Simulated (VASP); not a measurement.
# C (P6_3/mmc) in VASP: further runs

C is run at these levels: PBE, PBE+D4, r2SCAN+rVV10; tasks: single point.

Everything below comes from runs of VASP 6.6.1. Logs are shortened: lines on timing, memory, paths and dates and some standing lists are left out, and cuts for length are marked.

## Step 1: The cell of the first run

The structure is hexagonal, space group P6_3/mmc (No. 194). Conventional cell: a = 2.455 Å, b = 2.455 Å, c = 6.664 Å, α = 90.00°, β = 90.00°, γ = 120.00°. Within 1.9 Å of C (site symmetry -6m2) lie 3 C at 1.42 Å. Within 1.9 Å of C (site symmetry -6m2) lie 3 C at 1.42 Å.

## Step 2: Single point, PBE

INCAR reads:

```
ALGO     = Normal         # electronic algorithm
EDIFF    = 1E-6           # SCF threshold, eV
ENCUT    = 600            # plane-wave cutoff, eV
GGA      = PE             # functional
GGA_COMPAT= F            
ISIF     = 2              # what is computed and relaxed
ISMEAR   = -1             # smearing method
LASPH    = T              # aspherical terms in the spheres
LCHARG   = T              # write CHGCAR
LELF     = T              # ELF
LREAL    = F              # projectors in reciprocal space
LVHAR    = T            
LWAVE    = F              # write WAVECAR
NBANDS   = 16             # bands
NELM     = 120            # most SCF steps
PREC     = Accurate       # precision mode
SIGMA    = 0.02           # smearing width, eV
```

KPOINTS reads:

```
k-points
0
Gamma
  12 12 4
```

POSCAR reads:

```
C
1.0
    2.4553979485      0.0000000000      0.0000000000
   -1.2276989742      2.1264369998      0.0000000000
    0.0000000000      0.0000000000      6.6643944312
C
4
Direct
    0.0000000000      0.0000000000      0.2500000000
    0.0000000000      0.0000000000      0.7500000000
    0.3333333333      0.6666666667      0.2500000000
    0.6666666667      0.3333333333      0.7500000000
```

Potentials or basis: VASP PAW PBE potentials, release 64 (C).

Started as:

```console
$ cat potpaw_PBE.64/C/POTCAR > POTCAR
$ mpirun -np 1 vasp_std > vasp.out
```

OUTCAR:

```text
EDIFF = 1E-6
   ENCUT = 600
   GGA = PE
   ISIF = 2
   ISMEAR = -1
   LASPH = T
   LREAL = F
   NELM = 120
   PREC = Accurate

 ion  position               nearest neighbor table
   1  0.000  0.000  0.250-   3 1.42   3 1.42   3 1.42
   2  0.000  0.000  0.750-   4 1.42   4 1.42   4 1.42
   3  0.333  0.667  0.250-   1 1.42   1 1.42   1 1.42
   4  0.667  0.333  0.750-   2 1.42   2 1.42   2 1.42

  LATTYP: Found a hexagonal cell.
 ALAT       =     2.4553979485
 C/A-ratio  =     2.7141809886

  Lattice vectors:

 A1 = (   2.4553979485,   0.0000000000,   0.0000000000)
 A2 = (  -1.2276989742,   2.1264369998,   0.0000000000)
 A3 = (   0.0000000000,   0.0000000000,   6.6643944312)

Analysis of symmetry for initial positions (statically):
=====================================================================
 Subroutine PRICEL returns:
 Original cell was already a primitive cell.

 Routine SETGRP: Setting up the symmetry group for a
 hexagonal supercell.

 Subroutine GETGRP returns: Found 24 space group operations
 (whereof 12 operations were pure point group operations)
 out of a pool of 24 trial point group operations.

The static configuration has the point symmetry D_3d.
 The point group associated with its full space group is D_6h.

Analysis of symmetry for dynamics (positions and initial velocities):
=====================================================================
 Subroutine PRICEL returns:
 Original cell was already a primitive cell.

 Routine SETGRP: Setting up the symmetry group for a
 hexagonal supercell.

 Subroutine GETGRP returns: Found 24 space group operations
 (whereof 12 operations were pure point group operations)
 out of a pool of 24 trial point group operations.

The dynamic configuration has the point symmetry D_3d.
 The point group associated with its full space group is D_6h.

 Subroutine INISYM returns: Found 24 space group operations
 (whereof 12 operations are pure point group operations),
 and found     1 'primitive' translations

----------------------------------------------------------------------------------------

                                     Primitive cell
[... 91 lines left out ...]
   LSORBIT =      F    spin-orbit coupling
   LASPH  =      T    aspherical Exc in radial PAW
   ENCUT  =  600.0 eV  44.10 Ry    6.64 a.u.   4.90  4.90 13.31*2*pi/ulx,y,z
   NELM   =    120;   NELMIN=  2; NELMDL= -5     # of ELM steps
   EDIFF  = 0.1E-05   stopping-criterion for ELM
   LREAL  =      F    real-space projection
   EDIFFG = 0.1E-04   stopping-criterion for IOM
   NSW    =      0    number of steps for IOM
   IBRION =     -1    ionic relax: 0-MD 1-quasi-New 2-CG
   NFREE  =      0    steps in history (QN), initial steepest desc. (CG)
   ISIF   =      2    stress and relaxation
   ISYM   =      2    0-nonsym 1-usesym 2-fastsym
   POTIM  = 0.5000    time-step for ionic-motion
   TEBEG  =    0.0;   TEEND  =   0.0 temperature during run
   PSTRESS=    0.0 pullay stress
   NELECT =      16.0000    total number of electrons
   NUPDOWN=      -1.0000    fix difference up-down
   EMIN   =  10.00;   EMAX   =-10.00  energy-range for DOS
   EFERMI =   0.00;   METHOD = LEGACY
   ISMEAR =    -1;   SIGMA  =   0.02  broadening in eV -4-tet -1-fermi 0-gaus
   EFERMI_NEDOS =   21; number of points for ismear=-14 and -15
   IALGO  =     38    algorithm
   IMIX   =      4    mixing-type and parameters
     AMIX     =   0.40;   BMIX     =  1.00
     AMIX_MAG =   1.60;   BMIX_MAG =  1.00
  volume/ion in A,a.u.               =       8.70        58.70
  Fermi-wavevector in a.u.,A,eV,Ry     =   1.263581  2.387822 21.723568  1.596637
  Thomas-Fermi vector in A             =   2.396931
   LORBIT       =      0    0 simple, 1 ext, 2 COOP (PROOUT), +10 PAW based schemes
   GGA     = PE    functional components
   LHFCALC =     F    Hartree Fock is set to
   AEXX    =    0.0000 exact exchange contribution
   IVDW    =     0    specifies the selected vdW correction
   LEPSILON=     F    determine dielectric tensor
   LRPA    =     F    only Hartree local field effects (RPA)
 non-spin polarized calculation
  energy-cutoff  :      600.00
  volume of cell :       34.80
 maximum number of plane-waves:      1191
 NGX is ok and might be reduce to    20
   NGX =  9   NGY =  9   NGZ = 27

 number of electron      16.0000001 magnetization

 Free energy of the ion-electron system (eV)
  ---------------------------------------------------
  ext. energy  EPLUGINS =         0.00000000
  ---------------------------------------------------
  free energy    TOTEN  =       -36.83553244 eV

  energy without entropy =      -36.83462041  energy(sigma->0) =      -36.83507642

 E-fermi :   4.8008     XC(G=0): -10.3946

 val. band max:        4.7991907565   @ k =   0.3333   0.3333   0.5000
 cond. band min:       4.8012013463   @ k =   0.3333   0.3333   0.2500
 fundamental gap:      0.0020105898
 Fermi energy:         4.8007864661

 k-point     1 :       0.0000    0.0000    0.0000
  band No.  band energies     occupation
      1     -14.9452      2.00000
      2     -14.6308      2.00000
      3      -3.8113      2.00000
      4      -1.7837      2.00000
      5       1.7948      2.00000
      6       1.7948      2.00000
[... 433 lines left out ...]
      3      -4.8830      2.00000
      4      -4.7838      2.00000
      5      -0.9917      2.00000
      6      -0.9531      2.00000
[... 8 lines left out ...]
     15      20.1742      0.00000
     16      21.2380      0.00000

 [... further k-points ...]

------------------------ aborting loop because EDIFF is reached ----------------------------------------

  FORCE on cell =-STRESS in cart. coord.  units (eV):
  Direction    XX          YY          ZZ          XY          YZ          ZX
  --------------------------------------------------------------------------------------
  -------------------------------------------------------------------------------------
  Total        1.2092158      1.2092158      0.7438903      0.0000000      0.0000000      0.0000000
  in kB       55.6774431     55.6774431     34.2518786      0.0000000      0.0000000      0.0000000
  external PRESSURE =      48.5355883 kB  Pullay stress =       0.0000000 kB

 VOLUME and BASIS-vectors are now :
 -----------------------------------------------------------------------------
  energy-cutoff  :      600.00
  volume of cell :       34.80
      direct lattice vectors                 reciprocal lattice vectors
     2.455397948  0.000000000  0.000000000     0.407265959  0.235135111  0.000000000
    -1.227698974  2.126437000  0.000000000     0.000000000  0.470270222  0.000000000
     0.000000000  0.000000000  6.664394431     0.000000000  0.000000000  0.150051143

 POSITION                                       TOTAL-FORCE (eV/Angst)
 -----------------------------------------------------------------------------------
      0.00000      0.00000      1.66610        -0.000000      0.000000      0.000000
      0.00000      0.00000      4.99830         0.000000      0.000000      0.000000
     -0.00000      1.41762      1.66610        -0.000000      0.000000     -0.000000
      1.22770      0.70881      4.99830         0.000000     -0.000000      0.000000
 -----------------------------------------------------------------------------------
    total drift:                               -0.000000      0.000000      0.000000

  FREE ENERGIE OF THE ION-ELECTRON SYSTEM (eV)
  ---------------------------------------------------
  free  energy   TOTEN  =       -36.8355324372 eV

  energy  without entropy=      -36.8346204122  energy(sigma->0) =      -36.83507642
```

OSZICAR:

```text
N       E                     dE             d eps       ncg     rms          rms(c)
DAV:   1     0.382022344851E+02    0.38202E+02   -0.85700E+03  1840   0.103E+03
DAV:   2    -0.363593194709E+02   -0.74562E+02   -0.68257E+02  2552   0.199E+02
DAV:   3    -0.392529081165E+02   -0.28936E+01   -0.28736E+01  2400   0.364E+01
DAV:   4    -0.392774404716E+02   -0.24532E-01   -0.24521E-01  2304   0.396E+00
DAV:   5    -0.392778162305E+02   -0.37576E-03   -0.37574E-03  2368   0.463E-01    0.903E+00
DAV:   6    -0.374141647631E+02    0.18637E+01   -0.12265E+00  2176   0.710E+00    0.526E+00
DAV:   7    -0.368273651910E+02    0.58680E+00   -0.15101E+00  2216   0.799E+00    0.150E+00
DAV:   8    -0.368368978277E+02   -0.95326E-02   -0.75703E-02  2160   0.165E+00    0.363E-01
DAV:   9    -0.368353531599E+02    0.15447E-02   -0.21873E-03  2256   0.332E-01    0.100E-01
DAV:  10    -0.368355130951E+02   -0.15994E-03   -0.48773E-04  2040   0.146E-01    0.538E-02
DAV:  11    -0.368355326512E+02   -0.19556E-04   -0.31821E-05  2152   0.414E-02    0.584E-03
DAV:  12    -0.368355324372E+02    0.21400E-06   -0.99652E-07  2328   0.711E-03
   1 F= -.36835532E+02 E0= -.36835076E+02  d E =-.912025E-03
```

stdout:

```text
POSCAR found type information on POSCAR C
 POSCAR found :  1 types and       4 ions
 scaLAPACK will be used
 LDA part: xc-table for (Slater+PW92), standard interpolation
 POSCAR, INCAR and KPOINTS ok, starting setup
 FFT: planning ... GRIDC
 FFT: planning ... GRID_SOFT
 FFT: planning ... GRID
 WAVECAR not read
 entering main loop
```

It took 24 s on 1 thread of Intel Xeon Platinum 8259CL at 2.50GHz (Skylake/Cascade Lake), shared host; peak memory 0.16 GiB.

Results:

- Free energy: -36.8355 eV
- Pressure: 4.9 GPa
- Band gap on the k mesh: zero (bands 8 and 9 overlap by 0.02 eV)

Caveat: the cell stands under pressure; this functional lacks dispersion, which binds layers or chains, so the pressure and a relaxed spacing across them are unreliable.

## Step 3: Single point, PBE+D4

INCAR reads:

```
PREC = Accurate ; ENCUT = 600
EDIFF = 1E-6 ; ISMEAR = -1
SIGMA = 0.02 ; LREAL = F
LASPH = T ; NELM = 120
ALGO = Normal ; ISIF = 2
LWAVE = F ; LCHARG = F
GGA = PE ; IVDW = 13
NBANDS = 16 ; GGA_COMPAT = F
```

KPOINTS reads:

```
regular mesh
0
Gamma
  12 12 4
```

POSCAR reads:

```
C
1.0
    2.4599656660      0.0000000000      0.0000000000
   -1.2299828330      2.1303927592      0.0000000000
    0.0000000000      0.0000000000      6.6513249962
C
4
Direct
    0.0000000000      0.0000000000      0.2500000000
    0.0000000000      0.0000000000      0.7500000000
    0.3333333333      0.6666666667      0.2500000000
    0.6666666667      0.3333333333      0.7500000000
```

Potentials or basis: VASP PAW PBE potentials, release 64 (C).

Started as:

```console
$ cat potpaw_PBE.64/C/POTCAR > POTCAR
$ mpirun -np 1 vasp_std > vasp.out
```

Run time: 25 s. Hardware: 1 thread of Intel Xeon Platinum 8259CL at 2.50GHz (Skylake/Cascade Lake), shared host; peak memory 0.16 GiB.

The run converged. Its results:

```
Free energy                : -37.5490 eV
Pressure                   : 0.0 GPa
Band gap on the k mesh     : zero (bands 8 and 9 overlap by 0.02 eV)
Dispersion energy per atom : -0.178 eV
```

Stress tensor (GPa, compression positive):
```
 0.19  0.00  0.00
 0.00  0.19  0.00
 0.00  0.00 -0.35
```

Levels at points of the mesh, in eV from the Fermi level:
```csv
k point,band 5,band 6,band 7,band 8,band 9,band 10,band 11,band 12
"(0.00, 0.00, 0.00)",-3.01,-3.01,-2.99,-2.99,4.34,8.37,8.37,8.42
"(0.50, 0.00, 0.00)",-6.43,-6.37,-2.79,-2.08,1.52,2.22,7.26,7.68
"(0.00, 0.00, 0.50)",-3.00,-3.00,-3.00,-3.00,7.05,7.05,8.40,8.40
"(0.50, 0.00, 0.50)",-6.40,-6.40,-2.36,-2.36,1.66,1.66,7.47,7.47
```

## Step 4: Single point, r2SCAN+rVV10

POSCAR reads:

```
C
1.0
    2.4553979485      0.0000000000      0.0000000000
   -1.2276989742      2.1264369998      0.0000000000
    0.0000000000      0.0000000000      6.6643944312
C
4
Direct
    0.0000000000      0.0000000000      0.2500000000
    0.0000000000      0.0000000000      0.7500000000
    0.3333333333      0.6666666667      0.2500000000
    0.6666666667      0.3333333333      0.7500000000
```

INCAR.step1 reads:

```
PREC = Accurate ; ENCUT = 660
ISMEAR = -1 ; SIGMA = 0.02
LREAL = F ; LASPH = T
NELM = 120 ; NBANDS = 16
GGA = PE ; ALGO = Normal
EDIFF = 1E-5 ; LWAVE = T
LCHARG = F ; GGA_COMPAT = F
```

INCAR.step2 reads:

```
PREC = Accurate ; ENCUT = 660
EDIFF = 1E-6 ; ISMEAR = -1
SIGMA = 0.02 ; LREAL = F
LASPH = T ; NELM = 120
ALGO = Normal ; ISIF = 2
LWAVE = F ; LCHARG = F
METAGGA = R2SCAN ; LMIXTAU = T
LUSE_VDW = T ; IVDW_NL = 2
BPARAM = 11.95 ; CPARAM = 0.0093
NBANDS = 16 ; ISTART = 1
GGA_COMPAT = F
```

KPOINTS is that of step 3.

Started as:

```console
$ cat potpaw_PBE.64/C/POTCAR > POTCAR
$ cp INCAR.step1 INCAR
$ mpirun -np 1 vasp_std > vasp.out
$ cp INCAR.step2 INCAR
$ mpirun -np 1 vasp_std > vasp.out
```

Run time: 2.8 min. Hardware: 1 thread of Intel Xeon Platinum 8259CL at 2.50GHz (Skylake/Cascade Lake), shared host; peak memory 0.31 GiB.

Results (log left out):

| Quantity | Value |
| --- | --- |
| Free energy | -39.4503 eV |
| Pressure | 0.1 GPa |
| Band gap on the k mesh | zero (bands 8 and 9 overlap by 0.03 eV) |

Stress tensor (GPa, compression positive):
```
 0.37  0.00  0.00
 0.00  0.37  0.00
 0.00  0.00 -0.58
```

Levels at points of the mesh, in eV from the Fermi level:
```tsv
k point	band 5	band 6	band 7	band 8	band 9	band 10	band 11	band 12
(0.00, 0.00, 0.00)	-3.18	-3.18	-3.16	-3.16	4.40	8.74	8.74	8.80
(0.50, 0.00, 0.00)	-6.82	-6.76	-2.97	-2.22	1.61	2.37	7.58	8.02
(0.00, 0.00, 0.50)	-3.17	-3.17	-3.17	-3.17	7.24	7.24	8.77	8.77
(0.50, 0.00, 0.50)	-6.79	-6.79	-2.52	-2.52	1.76	1.76	7.79	7.79
```

Caveat: the PAW data sets were made with another functional, which shifts forces and pressure a little.

## Step 5: The runs side by side

| level | cell | cutoff (eV) | gap on the mesh (eV) | pressure (GPa) |
| --- | --- | --- | --- | --- |
| PBE | a = 2.455, b = 2.455, c = 6.664 Å, angles 90.0, 90.0, 120.0°, 4 atoms | 600 | none | 4.9 |
| PBE+D4 | a = 2.460, b = 2.460, c = 6.651 Å, angles 90.0, 90.0, 120.0°, 4 atoms | 600 | none | 0.0 |
| r2SCAN+rVV10 | a = 2.455, b = 2.455, c = 6.664 Å, angles 90.0, 90.0, 120.0°, 4 atoms | 660 | none | 0.1 |

Alike in all rows: task single point; potentials or basis VASP PAW PBE potentials, release 64 (C); no spin polarisation; k mesh 12 × 12 × 4; smearing fermi-dirac 0.02 eV.

Caveats: the cell stands under pressure (at least some runs); this functional lacks dispersion, which binds layers or chains, so the pressure and a relaxed spacing across them are unreliable (at least some runs); the PAW data sets were made with another functional, which shifts forces and pressure a little (at least some runs).

Total energies depend on the potentials used, so only differences within one code and one set of settings carry meaning.
